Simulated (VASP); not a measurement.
# RbNbP2 (P-3m1) in VASP: a series of runs, part 2 of 2

VASP 6.6.1. The steps go on from the part before.

## (4) Single point, PBE, collinear spin

File INCAR:

```
SYSTEM = RbNbP2
PREC     = Accurate       ! precision mode
ENCUT    = 520            ! plane-wave cutoff, eV
EDIFF    = 1E-6           ! SCF threshold, eV
ISMEAR   = 0              ! smearing method
SIGMA    = 0.1            ! smearing width, eV
LREAL    = .False.        ! projectors in reciprocal space
LASPH    = .True.         ! aspherical terms in the spheres
NELM     = 150            ! most SCF steps
ALGO     = Normal         ! electronic algorithm
ISIF     = 2              ! what is computed and relaxed
LWAVE    = .False.        ! write WAVECAR
LCHARG   = .True.         ! write CHGCAR
ISPIN    = 2              ! spin polarisation
MAGMOM   = 0 1 0 0        ! initial moments
LORBIT   = 11             ! projections on sites
LMAXMIX  = 4              ! l up to which the mixer works
GGA      = PE             ! functional
LELF     = .True.         ! ELF
LVHAR    = .True.       
NBANDS   = 28             ! bands
```

File KPOINTS:

```
Automatic mesh
0
Gamma
  6 6 2
  0 0 0
```

File POSCAR:

```
RbNbP2
1.0
    3.6159874948      0.0000000000      0.0000000000
   -1.8079937474      3.1315370303      0.0000000000
    0.0000000000      0.0000000000      8.2103528012
Rb Nb P
1 1 2
Direct
    0.0000000000      0.0000000000      0.0000000000
    0.0000000000      0.0000000000      0.5000000000
    0.3333333333      0.6666666667      0.6802375838
    0.6666666667      0.3333333333      0.3197624162
```

Potentials or basis: VASP PAW PBE potentials, release 64 (Rb_sv, Nb_sv, P).

Launch:

```console
> cat potpaw_PBE.64/Rb_sv/POTCAR potpaw_PBE.64/Nb_sv/POTCAR potpaw_PBE.64/P/POTCAR > POTCAR
> mpirun -np 1 vasp_std > vasp.out
```

OUTCAR:

```text
SYSTEM = RbNbP2
   PREC = Accurate
   ENCUT = 520
   EDIFF = 1E-6
   ISMEAR = 0
   LREAL = .False.
   LASPH = .True.
   NELM = 150
   ISIF = 2
   ISPIN = 2
   LORBIT = 11
   GGA = PE

 ion  position               nearest neighbor table
   1  0.000  0.000  0.000-   3 3.35   4 3.35   4 3.35   3 3.35   4 3.35   3 3.35   2 4.11   2 4.11

   2  0.000  0.000  0.500-   3 2.56   4 2.56   4 2.56   3 2.56   4 2.56   3 2.56   1 4.11   1 4.11

   3  0.333  0.667  0.680-   2 2.56   2 2.56   2 2.56   1 3.35   1 3.35   1 3.35
   4  0.667  0.333  0.320-   2 2.56   2 2.56   2 2.56   1 3.35   1 3.35   1 3.35

  LATTYP: Found a hexagonal cell.
 ALAT       =     3.6159874948
 C/A-ratio  =     2.2705700208

  Lattice vectors:

 A1 = (   3.6159874948,   0.0000000000,   0.0000000000)
 A2 = (  -1.8079937474,   3.1315370303,   0.0000000000)
 A3 = (   0.0000000000,   0.0000000000,   8.2103528012)

[... 1063 lines left out ...]

------------------------ aborting loop because EDIFF is reached ----------------------------------------

  FORCE on cell =-STRESS in cart. coord.  units (eV):
  Direction    XX          YY          ZZ          XY          YZ          ZX
  --------------------------------------------------------------------------------------
  -------------------------------------------------------------------------------------
  Total       -0.0520712     -0.0520712     -0.0623066     -0.0000000     -0.0000000      0.0000000
  in kB       -0.8973503     -0.8973503     -1.0737388     -0.0000000     -0.0000000      0.0000000
  external PRESSURE =      -0.9561465 kB  Pullay stress =       0.0000000 kB

 VOLUME and BASIS-vectors are now :
 -----------------------------------------------------------------------------
  energy-cutoff  :      520.00
  volume of cell :       92.97
      direct lattice vectors                 reciprocal lattice vectors
     3.615987495  0.000000000  0.000000000     0.276549629  0.159666003  0.000000000
    -1.807993747  3.131537030  0.000000000     0.000000000  0.319332005  0.000000000
     0.000000000  0.000000000  8.210352801     0.000000000  0.000000000  0.121797446

 POSITION                                       TOTAL-FORCE (eV/Angst)
 -----------------------------------------------------------------------------------
      0.00000      0.00000      0.00000         0.000000      0.000000      0.000000
      0.00000      0.00000      4.10518         0.000000      0.000000      0.000000
     -0.00000      2.08769      5.58499         0.000000      0.000000     -0.019253
      1.80799      1.04385      2.62536        -0.000000      0.000000      0.019253
 -----------------------------------------------------------------------------------
    total drift:                               -0.000000      0.000000     -0.000000

  FREE ENERGIE OF THE ION-ELECTRON SYSTEM (eV)
  ---------------------------------------------------
  free  energy   TOTEN  =       -23.5126727521 eV

  energy  without entropy=      -23.4970078448  energy(sigma->0) =      -23.50484030

 total charge

# of ion       s       p       d       tot
------------------------------------------
    1        1.951   5.335   0.054   7.340
    2        2.168   6.030   2.303  10.501
    3        1.053   1.467   0.000   2.520
    4        1.053   1.467   0.000   2.520
--------------------------------------------------
tot          6.224  14.299   2.357  22.881

 magnetization (x)

# of ion       s       p       d       tot
------------------------------------------
    1       -0.000   0.000   0.000   0.000
    2        0.000   0.000   0.000   0.000
    3       -0.000   0.000   0.000   0.000
    4       -0.000   0.000   0.000   0.000
--------------------------------------------------
tot         -0.000   0.000   0.000   0.000
```

Run time: 2.3 min. Hardware: 1 thread of Oxide Virtual Turin-like, shared host; peak memory 0.24 GiB.

What came out:

```
Free energy                                           : -23.5127 eV
Pressure                                              : -0.1 GPa
Largest force                                         : 0.019 eV/Å
Band gap on the k mesh                                : zero (filled and empty bands overlap)
Net moment                                            : 0.00 μB per cell
Valence electrons inside the program's atomic spheres : Rb 7.34; Nb 10.50; P 2.52
```

Forces on the atoms (eV/Å):
```
Rb   0.000  0.000  0.000
Nb   0.000  0.000  0.000
P    0.000  0.000 -0.019
P    0.000  0.000  0.019
```

Levels at points of the mesh, in eV from the Fermi level:
Spin up:
```tsv
k point	band 14	band 15	band 16	band 17	band 18	band 19
(0.00, 0.00, 0.00)	-0.19	0.20	0.33	0.33	1.40	1.40
(0.50, 0.00, 0.00)	-2.28	-0.94	-0.32	-0.05	1.82	2.11
(0.00, 0.00, 0.50)	-1.41	0.34	0.34	1.28	1.31	1.31
(0.50, 0.00, 0.50)	-2.25	-1.50	-0.15	0.03	1.83	2.38
```
Spin down:
```
           k point  band 12  band 13  band 14  band 15  band 16  band 17  band 18  band 19  band 20  band 21
(0.00, 0.00, 0.00)    -2.47    -2.47    -0.19     0.20     0.33     0.33     1.40     1.40     2.97     4.38
(0.50, 0.00, 0.00)    -2.78    -2.72    -2.28    -0.94    -0.32    -0.05     1.82     2.11     2.44     4.37
(0.00, 0.00, 0.50)    -2.47    -2.47    -1.41     0.34     0.34     1.28     1.31     1.31     2.39     4.90
(0.50, 0.00, 0.50)    -3.04    -2.39    -2.25    -1.50    -0.15     0.03     1.83     2.38     2.41     4.84
```

Caveat: the k points lie up to 0.38 Å⁻¹ apart.

## (5) Relaxation of cell and atoms, PBE

This run uses another cell than the first one, of 37.08 Å³/atom.

File INCAR:

```
SYSTEM = RbNbP2
  PREC = Accurate
  ENCUT = 600
  EDIFF = 1E-6
  ISMEAR = 0
  SIGMA = 0.1
  LREAL = .FALSE.
  LASPH = .TRUE.
  NELM = 100
  ALGO = Normal
  ISIF = 3
  LWAVE = .FALSE.
  LCHARG = .FALSE.
  GGA = PE
  IBRION = 2
  NSW = 90
  EDIFFG = -0.04
```

File KPOINTS:

```
Automatic mesh
0
G
  6 6 2
  0 0 0
```

File POSCAR:

```
RbNbP2
1.0
    4.7816684400      0.0000000000      0.0000000000
   -2.3908342200      4.1410463400      0.0000000000
    0.0000000000      0.0000000000      7.4911304300
Rb Nb P
1 1 2
Direct
    0.0000000000      0.0000000000      0.0000000000
    0.0000000000      0.0000000000      0.5000000000
    0.3333333300      0.6666666700      0.6219730000
    0.6666666700      0.3333333300      0.3780270000
```

Potentials or basis: VASP PAW PBE potentials, release 64 (Rb_sv, Nb_sv, P).

Launch:

```console
> cat potpaw_PBE.64/Rb_sv/POTCAR potpaw_PBE.64/Nb_sv/POTCAR potpaw_PBE.64/P/POTCAR > POTCAR
> mpirun -np 1 vasp_std > vasp.out
```

OUTCAR:

```text
SYSTEM = RbNbP2
   PREC = Accurate
   ENCUT = 600
   EDIFF = 1E-6
   ISMEAR = 0
   LREAL = .FALSE.
   LASPH = .TRUE.
   NELM = 100
   ISIF = 3
   GGA = PE
   IBRION = 2
   NSW = 90
   EDIFFG = -0.04

 ion  position               nearest neighbor table
   1  0.000  0.000  0.000-   2 3.75   2 3.75   4 3.95   3 3.95   3 3.95   4 3.95   4 3.95   3 3.95

   2  0.000  0.000  0.500-   3 2.91   4 2.91   3 2.91   4 2.91   4 2.91   3 2.91   1 3.75   1 3.75

   3  0.333  0.667  0.622-   2 2.91   2 2.91   2 2.91   1 3.95   1 3.95   1 3.95
   4  0.667  0.333  0.378-   2 2.91   2 2.91   2 2.91   1 3.95   1 3.95   1 3.95

  LATTYP: Found a hexagonal cell.
 ALAT       =     4.7816684400
 C/A-ratio  =     1.5666352705

  Lattice vectors:

 A1 = (   4.7816684400,   0.0000000000,   0.0000000000)
 A2 = (  -2.3908342200,   4.1410463400,   0.0000000000)
 A3 = (   0.0000000000,   0.0000000000,   7.4911304300)

Analysis of symmetry for initial positions (statically):
=====================================================================
 Subroutine PRICEL returns:
 Original cell was already a primitive cell.

 Routine SETGRP: Setting up the symmetry group for a
 hexagonal supercell.

 Subroutine GETGRP returns: Found 12 space group operations
 (whereof 12 operations were pure point group operations)
 out of a pool of 24 trial point group operations.

The static configuration has the point symmetry D_3d.

Analysis of symmetry for dynamics (positions and initial velocities):
=====================================================================
 Subroutine PRICEL returns:
 Original cell was already a primitive cell.

 Routine SETGRP: Setting up the symmetry group for a
 hexagonal supercell.

 Subroutine GETGRP returns: Found 12 space group operations
 (whereof 12 operations were pure point group operations)
 out of a pool of 24 trial point group operations.

The dynamic configuration has the point symmetry D_3d.

 Subroutine INISYM returns: Found 12 space group operations
 (whereof 12 operations are pure point group operations),
 and found     1 'primitive' translations

[... 130 lines left out ...]

 Free energy of the ion-electron system (eV)
  ---------------------------------------------------
  ext. energy  EPLUGINS =         0.00000000
  ---------------------------------------------------
  free energy    TOTEN  =       -19.94854200 eV

  energy without entropy =      -19.91260379  energy(sigma->0) =      -19.93057289

------------------------ aborting loop because EDIFF is reached ----------------------------------------

  FORCE on cell =-STRESS in cart. coord.  units (eV):
  Direction    XX          YY          ZZ          XY          YZ          ZX
  --------------------------------------------------------------------------------------
  -------------------------------------------------------------------------------------
  Total      -12.6732171    -12.6732171     -2.7363632     -0.0000000     -0.0000000      0.0000000
  in kB     -136.8864775   -136.8864774    -29.5561199     -0.0000000     -0.0000000      0.0000000
  external PRESSURE =    -101.1096916 kB  Pullay stress =       0.0000000 kB
[... 63 lines left out ...]
--------------------------------------- Ionic step        3  -------------------------------------------

 number of electron      32.0000000 magnetization

 E-fermi :   4.4186     XC(G=0):  -8.8386

 val. band max:        4.3975934857   @ k =   0.3333   0.1667   0.0000
 cond. band min:       4.4265791431   @ k =   0.5000   0.0000   0.5000
 fundamental gap:      0.0289856574
 Fermi energy:         4.4185673734

 k-point     1 :       0.0000    0.0000    0.0000
  band No.  band energies     occupation
      1     -50.8523      2.00000
      2     -26.9474      2.00000
      3     -26.9474      2.00000
      4     -26.9020      2.00000
      5     -23.6233      2.00000
      6      -7.7237      2.00000
[... 342 lines left out ...]
  FREE ENERGIE OF THE ION-ELECTRON SYSTEM (eV)
  ---------------------------------------------------
  free  energy   TOTEN  =       -22.1132901313 eV

  energy  without entropy=      -22.0958262637  energy(sigma->0) =      -22.10455820

[... ionic steps 4 to 14 ...]

--------------------------------------- Ionic step       15  -------------------------------------------

 number of electron      31.9999999 magnetization

------------------------ aborting loop because EDIFF is reached ----------------------------------------
[... 71 lines left out ...]
--------------------------------------- Ionic step       17  -------------------------------------------

 number of electron      31.9999999 magnetization

 Free energy of the ion-electron system (eV)
  ---------------------------------------------------
  ext. energy  EPLUGINS =         0.00000000
  ---------------------------------------------------
  free energy    TOTEN  =       -23.51496272 eV

  energy without entropy =      -23.50011406  energy(sigma->0) =      -23.50753839

 E-fermi :   5.1736     XC(G=0):  -9.7008

 val. band max:        5.1524147864   @ k =   0.1667   0.0000   0.0000
 cond. band min:       5.1969851094   @ k =   0.3333   0.0000   0.0000
 fundamental gap:      0.0445703230
 Fermi energy:         5.1735563832

 k-point     1 :       0.0000    0.0000    0.0000
  band No.  band energies     occupation
      1     -50.1154      2.00000
      2     -26.1377      2.00000
      3     -26.1023      2.00000
      4     -26.1023      2.00000
      5     -22.6445      2.00000
      6      -6.9442      2.00000
[... 342 lines left out ...]
  FREE ENERGIE OF THE ION-ELECTRON SYSTEM (eV)
  ---------------------------------------------------
  free  energy   TOTEN  =       -23.5149627177 eV

  energy  without entropy=      -23.5001140589  energy(sigma->0) =      -23.50753839

 reached required accuracy - stopping structural energy minimisation
```

OSZICAR:

```text
N       E                     dE             d eps       ncg     rms          rms(c)
DAV:   1     0.253846727813E+03    0.25385E+03   -0.15810E+04   568   0.156E+03
DAV:   2     0.163601002943E+01   -0.25221E+03   -0.24426E+03   716   0.396E+02
DAV:   3    -0.223404012860E+02   -0.23976E+02   -0.22972E+02   952   0.997E+01
[... 193 lines left out ...]
DAV:   5    -0.235149672554E+02    0.20442E-04   -0.22539E-04   848   0.926E-02    0.328E-02
DAV:   6    -0.235149662661E+02    0.98926E-06   -0.86783E-05  1044   0.663E-02    0.244E-02
DAV:   7    -0.235149642905E+02    0.19756E-05   -0.65423E-06   644   0.204E-02    0.141E-02
DAV:   8    -0.235149624216E+02    0.18690E-05   -0.27001E-06   492   0.167E-02    0.367E-03
DAV:   9    -0.235149627177E+02   -0.29617E-06   -0.37849E-07   328   0.881E-03
  17 F= -.23514963E+02 E0= -.23507538E+02  d E =-.595348E-02
```

CONTCAR:

```text
RbNbP2
   1.00000000000000
     3.6218935350451926   -0.0000000000000000    0.0000000000000000
    -1.8109467675225963    3.1366518106212009   -0.0000000000000000
     0.0000000000000000    0.0000000000000000    8.2003302159365496
  Rb              Nb              P
     1     1     2
Direct
     0.0000000000000000    0.0000000000000000    0.0000000000000000
     0.0000000000000000    1.0000000000000000    0.5000000000000000
     0.3333333300000021    0.6666666699999979    0.6794627270764440
     0.6666666699999979    0.3333333300000021    0.3205372729235560

  0.00000000E+00  0.00000000E+00  0.00000000E+00
  0.00000000E+00  0.00000000E+00  0.00000000E+00
  0.00000000E+00  0.00000000E+00  0.00000000E+00
  0.00000000E+00  0.00000000E+00  0.00000000E+00
```

It took 19 min on 1 thread of Oxide Virtual Turin-like, shared host; peak memory 0.32 GiB.

Results:

| Item | Value |
| --- | --- |
| Free energy | -23.5150 eV |
| Relaxed volume | 23.29 Å³/atom |
| Relaxed cell | a = 3.622 Å, b = 3.622 Å, c = 8.200 Å, α = 90.00°, β = 90.00°, γ = 120.00° |
| Space group after relaxing (to 0.1 Å) | P-3m1 (No. 164) |
| Energy gained by relaxing | 891.6 meV/atom |
| Ionic steps | 17 |
| Pressure after relaxing | 0.0 GPa |
| Largest force after relaxing | 0.033 eV/Å |
| Band gap on the k mesh | zero (bands 16 and 17 overlap by 0.40 eV) |

Forces in eV/Å, atoms in the order of the input:
```
Rb   0.000  0.000  0.000
Nb   0.000  0.000  0.000
P    0.000  0.000  0.033
P    0.000  0.000 -0.033
```

The path:
```tsv
step	energy change (eV)	largest force (eV/Å)	pressure (GPa)	volume (Å³)
1	0.0000	0.8291	-10.11	148.33
2	-2.0688	1.7722	5.00	102.94
3	-2.1647	1.1729	0.51	108.77
4	-2.3560	1.3584	0.43	108.25
5	-2.9403	1.1844	-1.16	106.22
6	-3.2766	1.0273	-6.95	100.26
7	-3.4042	0.0390	-4.50	103.20
8	-3.5118	0.0549	-2.93	98.46
9	-3.5380	0.0455	-1.92	95.73
10	-3.5322	0.0338	0.42	90.37
11	-3.5453	0.0307	-0.93	93.26
12	-3.5453	0.0304	-1.02	93.49
13	-3.5557	0.0723	-0.32	92.99
14	-3.5604	0.1766	0.49	92.44
15	-3.5605	0.1923	0.62	92.35
16	-3.5653	0.0990	0.27	92.80
17	-3.5664	0.0330	-0.01	93.16
```

Final structure:
```xyz
4
Lattice="3.6219 0.0000 0.0000 -1.8109 3.1367 0.0000 0.0000 0.0000 8.2003" Properties=species:S:1:pos:R:3 pbc="T T T"
Rb    0.0000    0.0000    0.0000
Nb   -1.8109    3.1367    4.1002
P     0.0000    2.0911    5.5718
P     1.8109    1.0456    2.6285
```

Caveat: the k points lie up to 0.38 Å⁻¹ apart in the final cell; the volume moved by over 15 % at a fixed basis, so the end points are rough.

## (6) The runs side by side

| task | spin | cell | cutoff (eV) | gap on the mesh (eV) | pressure (GPa) | largest force (eV/Å) |
| --- | --- | --- | --- | --- | --- | --- |
| single point | off | a = 3.616, b = 3.616, c = 8.210 Å, angles 90.0, 90.0, 120.0°, 4 atoms, atomic positions A | 520 | none | -0.1 | 0.02 |
| single point | off | a = 4.782, b = 4.782, c = 7.491 Å, angles 90.0, 90.0, 120.0°, 4 atoms, atomic positions B | 520 | none | -10.1 | 0.83 |
| single point | collinear | a = 3.616, b = 3.616, c = 8.210 Å, angles 90.0, 90.0, 120.0°, 4 atoms, atomic positions A | 520 | none | -0.1 | 0.02 |
| relaxation of cell and atoms | off | relaxed from a = 4.782, b = 4.782, c = 7.491 Å, angles 90.0, 90.0, 120.0°, 4 atoms, atomic positions B | 600 | none | 0.0 | 0.03 |

Alike in all rows: level PBE; potentials or basis VASP PAW PBE potentials, release 64 (Rb_sv, Nb_sv, P); k mesh 6 × 6 × 2; smearing gaussian 0.1 eV.

Caveats: all runs use coarse meshes; the volume moved by over 15 % at a fixed basis, so the end points are rough (at least some runs).

Absolute energies hang on the potentials; compare differences alone.

The gap in the log of VASP goes by the Fermi energy; the results here count the filled bands.